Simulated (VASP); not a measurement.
# KI (Pm-3m) in VASP: a series of runs

KI is run at these levels: r2SCAN, PBE; tasks: relaxation of cell and atoms, single point.

Everything below comes from runs of VASP 6.6.1. Logs are shortened: lines on timing, memory, paths and dates and some standing lists are left out, and cuts for length are marked.

### 1 The cell of the first run

The structure is cubic, space group Pm-3m (No. 221). The conventional cell has a = 4.340 Å, b = 4.340 Å, c = 4.340 Å, α = 90.00°, β = 90.00°, γ = 90.00°. K (site symmetry m-3m) has 8 I at 3.76 Å and 6 K at 4.34 Å within 4.9 Å. I (site symmetry m-3m) has 8 K at 3.76 Å and 6 I at 4.34 Å within 4.9 Å.

### 2 Relaxation of cell and atoms, r2SCAN

Contents of POSCAR:

```
KI
1.0
    4.3399765465      0.0000000000      0.0000000000
    0.0000000000      4.3399765465      0.0000000000
    0.0000000000      0.0000000000      4.3399765465
K I
1 1
Direct
    0.0000000000      0.0000000000      0.0000000000
    0.5000000000      0.5000000000      0.5000000000
```

Contents of INCAR.step1:

```
SYSTEM = KI
  PREC = Accurate
  ENCUT = 600
  ISMEAR = -1
  SIGMA = 0.02
  LREAL = .FALSE.
  LASPH = .TRUE.
  NELM = 80
  GGA = PE
  ALGO = Normal
  EDIFF = 1E-4
  LWAVE = .TRUE.
  LCHARG = .FALSE.
```

Contents of INCAR.step2:

```
SYSTEM = KI
  PREC = Accurate
  ENCUT = 600
  EDIFF = 1E-6
  ISMEAR = -1
  SIGMA = 0.02
  LREAL = .FALSE.
  LASPH = .TRUE.
  NELM = 80
  ALGO = Normal
  ISIF = 3
  LWAVE = .FALSE.
  LCHARG = .FALSE.
  METAGGA = R2SCAN
  LMIXTAU = .TRUE.
  IBRION = 2
  NSW = 80
  EDIFFG = -0.005
  ISTART = 1
```

Contents of KPOINTS:

```
Automatic mesh
0
G
  6 6 6
  0 0 0
```

Potentials or basis: VASP PAW PBE potentials, release 64 (K_sv, I).

Command:

```console
$ cat potpaw_PBE.64/K_sv/POTCAR potpaw_PBE.64/I/POTCAR > POTCAR
$ cp INCAR.step1 INCAR
$ mpirun -np 1 vasp_std > vasp.out
$ cp INCAR.step2 INCAR
$ mpirun -np 1 vasp_std > vasp.out
```

OUTCAR:

```text
SYSTEM = KI
   PREC = Accurate
   ENCUT = 600
   EDIFF = 1E-6
   ISMEAR = -1
   LREAL = .FALSE.
   LASPH = .TRUE.
   NELM = 80
   ISIF = 3
   METAGGA = R2SCAN
   IBRION = 2
   NSW = 80
   EDIFFG = -0.005
   ISTART = 1

 ion  position               nearest neighbor table
   1  0.000  0.000  0.000-
   2  0.500  0.500  0.500-

  LATTYP: Found a simple cubic cell.
 ALAT       =     4.3399765465

  Lattice vectors:

 A1 = (   4.3399765465,   0.0000000000,   0.0000000000)
 A2 = (   0.0000000000,   4.3399765465,   0.0000000000)
 A3 = (   0.0000000000,   0.0000000000,   4.3399765465)

Analysis of symmetry for initial positions (statically):
=====================================================================
 Subroutine PRICEL returns:
 Original cell was already a primitive cell.

 Routine SETGRP: Setting up the symmetry group for a
 simple cubic supercell.

 Subroutine GETGRP returns: Found 48 space group operations
 (whereof 48 operations were pure point group operations)
 out of a pool of 48 trial point group operations.

The static configuration has the point symmetry O_h .

Analysis of symmetry for dynamics (positions and initial velocities):
=====================================================================
 Subroutine PRICEL returns:
 Original cell was already a primitive cell.

 Routine SETGRP: Setting up the symmetry group for a
 simple cubic supercell.

 Subroutine GETGRP returns: Found 48 space group operations
 (whereof 48 operations were pure point group operations)
 out of a pool of 48 trial point group operations.

The dynamic configuration has the point symmetry O_h .

 Subroutine INISYM returns: Found 48 space group operations
 (whereof 48 operations are pure point group operations),
 and found     1 'primitive' translations

----------------------------------------------------------------------------------------

                                     Primitive cell

  volume of cell :      81.7452

  direct lattice vectors                    reciprocal lattice vectors
     4.339976546  0.000000000  0.000000000     0.230415992  0.000000000  0.000000000
     0.000000000  4.339976546  0.000000000     0.000000000  0.230415992  0.000000000
     0.000000000  0.000000000  4.339976546     0.000000000  0.000000000  0.230415992

  length of vectors
     4.339976546  4.339976546  4.339976546     0.230415992  0.230415992  0.230415992

  position of ions in fractional coordinates (direct lattice)
     0.000000000  0.000000000  0.000000000
     0.500000000  0.500000000  0.500000000

  ion indices of the primitive-cell ions
   primitive index   ion index
                 1           1
                 2           2

----------------------------------------------------------------------------------------

 KPOINTS: Automatic mesh

Automatic generation of k-mesh.
 Grid dimensions read from file:
 generate k-points for:    6    6    6

 Generating k-lattice:

  Cartesian coordinates                     Fractional coordinates (reciprocal lattice)
     0.038402665  0.000000000  0.000000000     0.166666667  0.000000000  0.000000000
     0.000000000  0.038402665  0.000000000     0.000000000  0.166666667  0.000000000
     0.000000000  0.000000000  0.038402665     0.000000000  0.000000000  0.166666667

  Length of vectors
     0.038402665  0.038402665  0.038402665

  Shift w.r.t. Gamma in fractional coordinates (k-lattice)
     0.000000000  0.000000000  0.000000000

 Subroutine IBZKPT returns following result:
 ===========================================

 Found     20 irreducible k-points:

 Following reciprocal coordinates:
            Coordinates               Weight
  0.000000  0.000000  0.000000      1.000000
  0.166667  0.000000  0.000000      6.000000
  0.333333  0.000000  0.000000      6.000000
  0.500000  0.000000  0.000000      3.000000
  0.166667  0.166667  0.000000     12.000000
  0.333333  0.166667  0.000000     24.000000
[... 12 lines left out ...]
  0.500000  0.500000  0.333333      6.000000
  0.500000  0.500000  0.500000      1.000000
   k-points           NKPTS =     20   k-points in BZ     NKDIM =     20   number of bands    NBANDS=     12
   number of dos      NEDOS =    301   number of ions     NIONS =      2
   total plane-waves  NPLWV =  46656
   dimension x,y,z NGX =    36 NGY =   36 NGZ =   36
   dimension x,y,z NGXF=    72 NGYF=   72 NGZF=   72
   ions per type =               1   1
   NGX,Y,Z   is equivalent  to a cutoff of  13.79, 13.79, 13.79 a.u.
   NGXF,Y,Z  is equivalent  to a cutoff of  27.58, 27.58, 27.58 a.u.
 SYSTEM =  KI
   PREC   = accura    normal or accurate (medium, high low for compatibility)
   ISTART =      1    job   : 0-new  1-cont  2-samecut
   ICHARG =      0    charge: 1-file 2-atom 10-const
   ISPIN  =      1    spin polarized calculation?
   LNONCOLLINEAR =      F non collinear calculations
   LSORBIT =      F    spin-orbit coupling
   LASPH  =      T    aspherical Exc in radial PAW
   ENCUT  =  600.0 eV  44.10 Ry    6.64 a.u.   8.67  8.67  8.67*2*pi/ulx,y,z
   NELM   =     80;   NELMIN=  2; NELMDL=  0     # of ELM steps
   EDIFF  = 0.1E-05   stopping-criterion for ELM
   LREAL  =      F    real-space projection
   EDIFFG = -.5E-02   stopping-criterion for IOM
   NSW    =     80    number of steps for IOM
   IBRION =      2    ionic relax: 0-MD 1-quasi-New 2-CG
   NFREE  =      1    steps in history (QN), initial steepest desc. (CG)
   ISIF   =      3    stress and relaxation
   ISYM   =      2    0-nonsym 1-usesym 2-fastsym
   POTIM  = 0.5000    time-step for ionic-motion
   TEBEG  =    0.0;   TEEND  =   0.0 temperature during run
   PSTRESS=    0.0 pullay stress
   NELECT =      16.0000    total number of electrons
   NUPDOWN=      -1.0000    fix difference up-down
   EMIN   =  10.00;   EMAX   =-10.00  energy-range for DOS
   EFERMI =   0.00;   METHOD = LEGACY
   ISMEAR =    -1;   SIGMA  =   0.02  broadening in eV -4-tet -1-fermi 0-gaus
   EFERMI_NEDOS =   21; number of points for ismear=-14 and -15
   IALGO  =     38    algorithm
   IMIX   =      4    mixing-type and parameters
     AMIX     =   0.40;   BMIX     =  1.00
     AMIX_MAG =   1.60;   BMIX_MAG =  1.00
  volume/ion in A,a.u.               =      40.87       275.82
  Fermi-wavevector in a.u.,A,eV,Ry     =   0.950519  1.796220 12.292677  0.903486
  Thomas-Fermi vector in A             =   2.078903
   LORBIT       =      0    0 simple, 1 ext, 2 COOP (PROOUT), +10 PAW based schemes
   METAGGA = R2SCAN    functional components
   LHFCALC =     F    Hartree Fock is set to
   AEXX    =    0.0000 exact exchange contribution
   IVDW    =     0    specifies the selected vdW correction
   LEPSILON=     F    determine dielectric tensor
   LRPA    =     F    only Hartree local field effects (RPA)
 conjugate gradient relaxation of ions
 non-spin polarized calculation
  energy-cutoff  :      600.00
  volume of cell :       81.75
 maximum number of plane-waves:      2800
 NGX is ok and might be reduce to    36
   NGX = 17   NGY = 17   NGZ = 17

--------------------------------------- Ionic step        1  -------------------------------------------

 number of electron      16.0000002 magnetization

 Free energy of the ion-electron system (eV)
  ---------------------------------------------------
  ext. energy  EPLUGINS =         0.00000000
  ---------------------------------------------------
  free energy    TOTEN  =       -33.86249316 eV

  energy without entropy =      -33.86249316  energy(sigma->0) =      -33.86249316

------------------------ aborting loop because EDIFF is reached ----------------------------------------

  FORCE on cell =-STRESS in cart. coord.  units (eV):
  Direction    XX          YY          ZZ          XY          YZ          ZX
  --------------------------------------------------------------------------------------
  -------------------------------------------------------------------------------------
  Total       -0.2277621     -0.2277621     -0.2277621     -0.0000000      0.0000000     -0.0000000
  in kB       -4.4640583     -4.4640583     -4.4640583     -0.0000000      0.0000000     -0.0000000
  external PRESSURE =      -4.4640583 kB  Pullay stress =       0.0000000 kB

 VOLUME and BASIS-vectors are now :
 -----------------------------------------------------------------------------
  energy-cutoff  :      600.00
  volume of cell :       81.75
      direct lattice vectors                 reciprocal lattice vectors
     4.339976546  0.000000000  0.000000000     0.230415992  0.000000000  0.000000000
     0.000000000  4.339976546  0.000000000     0.000000000  0.230415992  0.000000000
     0.000000000  0.000000000  4.339976546     0.000000000  0.000000000  0.230415992
[... 73 lines left out ...]
 POSITION                                       TOTAL-FORCE (eV/Angst)
 -----------------------------------------------------------------------------------
      0.00000      0.00000      0.00000         0.000000      0.000000     -0.000000
      2.14474      2.14474      2.14474        -0.000000     -0.000000      0.000000
 -----------------------------------------------------------------------------------
    total drift:                                0.000000      0.000000      0.000000

  FREE ENERGIE OF THE ION-ELECTRON SYSTEM (eV)
  ---------------------------------------------------
  free  energy   TOTEN  =       -33.8660324235 eV

  energy  without entropy=      -33.8660324235  energy(sigma->0) =      -33.86603242

--------------------------------------- Ionic step        4  -------------------------------------------

 number of electron      16.0000001 magnetization

 Free energy of the ion-electron system (eV)
  ---------------------------------------------------
  ext. energy  EPLUGINS =         0.00000000
  ---------------------------------------------------
  free energy    TOTEN  =       -33.86606990 eV

  energy without entropy =      -33.86606990  energy(sigma->0) =      -33.86606990

 E-fermi :   0.9976     XC(G=0):  -8.0372

 val. band max:        0.5618254466   @ k =   0.5000   0.5000   0.0000
 cond. band min:       4.5955406149   @ k =   0.0000   0.0000   0.0000
 fundamental gap:      4.0337151684
 Fermi energy:         0.9975551163

 k-point     1 :       0.0000    0.0000    0.0000
  band No.  band energies     occupation
      1     -30.0238      2.00000
      2     -12.7064      2.00000
      3     -12.7064      2.00000
      4     -12.7064      2.00000
      5     -10.9223      2.00000
      6       0.1942      2.00000
      7       0.1942      2.00000
      8       0.1942      2.00000
      9       4.5955      0.00000
     10       5.8223      0.00000
     11       5.8223      0.00000
     12       9.6596      0.00000

 k-point     2 :       0.1667    0.0000    0.0000
  band No.  band energies     occupation
      1     -30.0227      2.00000
      2     -12.7490      2.00000
      3     -12.7036      2.00000
      4     -12.7036      2.00000
      5     -10.8435      2.00000
      6      -0.4315      2.00000
      7       0.2145      2.00000
      8       0.2145      2.00000
      9       5.1520      0.00000
     10       6.0271      0.00000
     11       6.5112      0.00000
     12       9.5621      0.00000
[... 290 lines left out ...]
 POSITION                                       TOTAL-FORCE (eV/Angst)
 -----------------------------------------------------------------------------------
      0.00000      0.00000      0.00000         0.000000      0.000000      0.000000
      2.14722      2.14722      2.14722        -0.000000     -0.000000      0.000000
 -----------------------------------------------------------------------------------
    total drift:                                0.000000      0.000000      0.000000

  FREE ENERGIE OF THE ION-ELECTRON SYSTEM (eV)
  ---------------------------------------------------
  free  energy   TOTEN  =       -33.8660699050 eV

  energy  without entropy=      -33.8660699050  energy(sigma->0) =      -33.86606990

 reached required accuracy - stopping structural energy minimisation
```

Run time: 1.8 min. Hardware: 1 thread of Intel Xeon 6975P-C (Granite Rapids), shared host; peak memory 0.24 GiB.

Results:

- Free energy: -33.8661 eV
- Relaxed volume: 39.60 Å³/atom
- Relaxed cell: a = 4.294 Å, b = 4.294 Å, c = 4.294 Å, α = 90.00°, β = 90.00°, γ = 90.00°
- Space group after relaxing (to 0.1 Å): Pm-3m (No. 221)
- Energy gained by relaxing: 1.8 meV/atom
- Ionic steps: 4
- Pressure after relaxing: 0.0 GPa
- Band gap on the k mesh: 4.03 eV (least direct gap 4.40 eV)

The path:
```
step  energy change (eV)  largest force (eV/Å)  pressure (GPa)  volume (Å³)
   1              0.0000                0.0000           -0.45        81.75
   2             -0.0027                0.0000           -0.21        80.41
   3             -0.0035                0.0000            0.05        78.93
   4             -0.0036                0.0000            0.00        79.20
```

Final structure:
```
K I
1.0
     4.29444    0.00000    0.00000
     0.00000    4.29444    0.00000
     0.00000    0.00000    4.29444
K I
1 1
Cartesian
  0.0000 0.0000 0.0000
  2.1472 2.1472 2.1472
```

Caveat: the PAW data sets were made with another functional, which shifts forces and pressure a little; spin-orbit coupling is left out, which moves the levels of the heavy elements. A k mesh can miss the band edges.

(Continued in part 2 of 2.)
